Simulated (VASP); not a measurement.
Au:

```xyz
12
Lattice="3.3978 1.9617 5.7946 -3.3978 1.9617 5.7946 0.0000 -3.9234 5.7946" Properties=species:S:1:pos:R:3 pbc="T T T"
Au   -2.1862    1.2622    3.9055
Au    0.0000   -2.5244    3.9055
Au    2.1862    1.2622    3.9055
Au    2.1862   -1.2622   13.4783
Au   -2.1862   -1.2622   13.4783
Au    0.0000    2.5244   13.4783
Au   -1.3911    0.8032    6.2174
Au    0.0000   -1.6063    6.2174
Au    1.3911    0.8032    6.2174
Au    1.3911   -0.8032   11.1665
Au   -1.3911   -0.8032   11.1665
Au    0.0000    1.6063   11.1665
```

| Quantity | Value |
| --- | --- |
| Program | VASP 6.6.1 |
| Task | relaxation of cell and atoms |
| Functional | PBE |
| Potentials or basis | VASP PAW PBE potentials, release 64 (Au) |
| Cutoff | 600 eV |
| k mesh | 3 × 3 × 3 |
| Occupations | gaussian, width 0.1 eV |
| Spin | no spin polarisation |

At the start: pressure 62.6 GPa; volume 19.31 Å³/atom.

Question: How do energy, volume and symmetry change on relaxing?

Answer: Over 18 steps the energy falls by 1166.7 meV/atom and the volume is 25.70 Å³/atom (+33.1 %); space group R-3m (No. 166, to 0.05 Å).

Step by step:
```
step  energy change (eV)  largest force (eV/Å)  pressure (GPa)  volume (Å³)
   1              0.0000                7.4524           62.61       231.75
   2             -0.7206                0.6280           -6.36       587.83
   3             -3.9262                0.3757           -7.54       511.73
   4             -7.0519                0.7643           -8.24       450.11
   5            -13.1248                2.1062           -3.27       328.97
   6            -12.5732                2.3039           10.34       281.59
   7            -13.3819                2.2507           -0.43       313.85
   8            -13.4008                2.2789            0.68       309.15
   9            -13.8609                0.5646           -1.24       317.17
  10            -13.8996                0.4443           -1.06       315.12
  11            -13.9681                0.2908            0.24       309.15
  12            -13.9721                0.2503            0.68       307.36
  13            -13.9945                0.1197            0.07       309.29
  14            -13.9951                0.1187           -0.03       309.64
  15            -13.9992                0.0496           -0.08       309.72
  16            -13.9994                0.0537           -0.09       309.73
  17            -14.0004                0.0473            0.03       309.13
  18            -14.0008                0.0394            0.19       308.36
```

Final structure:
```yaml
crystal:
  lattice:
    - [3.70255, 2.13767, 6.49325]
    - [-3.70255, 2.13767, 6.49325]
    - [0.00000, -4.27534, 6.49325]
  atoms:
    - { symbol: Au, position: [0.02136, 0.64362, 0.02136] }
    - { symbol: Au, position: [0.02136, 0.02136, 0.64362] }
    - { symbol: Au, position: [0.64362, 0.02136, 0.02136] }
    - { symbol: Au, position: [0.97864, 0.35638, 0.97864] }
    - { symbol: Au, position: [0.35638, 0.97864, 0.97864] }
    - { symbol: Au, position: [0.97864, 0.97864, 0.35638] }
    - { symbol: Au, position: [0.23684, 0.60497, 0.23684] }
    - { symbol: Au, position: [0.23684, 0.23684, 0.60497] }
    - { symbol: Au, position: [0.60497, 0.23684, 0.23684] }
    - { symbol: Au, position: [0.76316, 0.39503, 0.76316] }
    - { symbol: Au, position: [0.39503, 0.76316, 0.76316] }
    - { symbol: Au, position: [0.76316, 0.76316, 0.39503] }
```

Caveat: the k points lie up to 0.34 Å⁻¹ apart in the final cell; the volume moved by over 15 % at a fixed basis, so the end points are rough.
